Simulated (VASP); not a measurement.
Runs of VASP 6.6.1 on FePt (Tetraferroplatinum). The structure is that of space group P4/mmm (No. 123), or close to it. The cells are those of the table. 

| task | level | potentials or basis | cell | cutoff (eV) | smearing | gap on the mesh (eV) | pressure (GPa) | moment (μB) |
| --- | --- | --- | --- | --- | --- | --- | --- | --- |
| single point | PBEsol | VASP PAW PBE potentials, release 64 (Pt, Fe) | a = 2.677, b = 2.677, c = 3.672 Å, 2 atoms | 520 | fermi-dirac 0.05 eV | none | 4.7 | (c) |
| single point | LDA | VASP PAW LDA potentials, release 64 (Pt, Fe) | a = 2.724, b = 2.724, c = 3.720 Å, 2 atoms | 520 | fermi-dirac 0.05 eV | none | -12.7 | 3.19 |
| single point | PBE | VASP PAW PBE potentials, release 64 (Pt, Fe) | a = 2.724, b = 2.724, c = 3.720 Å, 2 atoms | 520 | gaussian 0.015 eV | none | 2.8 | 3.25 |
| single point | PBE | VASP PAW PBE potentials, release 64 (Pt, Fe) | a = 2.724, b = 2.724, c = 3.720 Å, 2 atoms | 520 | gaussian 0.014 eV | none | 2.8 | 3.25 |
| single point | revPBE | VASP PAW PBE potentials, release 64 (Pt, Fe) | a = 2.753, b = 2.753, c = 3.767 Å, 2 atoms | 520 | fermi-dirac 0.05 eV | none | -0.4 | (b) |
| relaxation of cell and atoms | BLYP | VASP PAW PBE potentials, release 64 (Pt, Fe) | relaxed from a = 2.724, b = 2.724, c = 3.720 Å, 2 atoms | 600 | fermi-dirac 0.05 eV | none | -0.1 | 3.31 |
| single point | PBEsol | VASP PAW PBE potentials, release 64 (Pt, Fe) | a = 2.687, b = 2.687, c = 3.670 Å, 2 atoms | 520 | fermi-dirac 0.05 eV | none | (a) | 3.21 |
| single point | BLYP | VASP PAW PBE potentials, release 64 (Pt, Fe) | a = 2.724, b = 2.724, c = 3.720 Å, 2 atoms | 520 | fermi-dirac 0.05 eV | none | 14.9 | 3.22 |

Alike in all rows: spin collinear, ferromagnetic start; k mesh 10 × 10 × 7.

Task: Estimate the missing entries.

Result: (a) 2.9; (b) 3.36; (c) 3.20.

Caveats: spin-orbit coupling is left out, which moves the levels of the heavy elements; the PAW data sets were made with another functional, which shifts forces and pressure a little (some runs).

A k mesh can miss the band edges, and the runs leave out spin-orbit coupling on Pt.

A gap of «none» marks levels without a gap at the run's occupations.
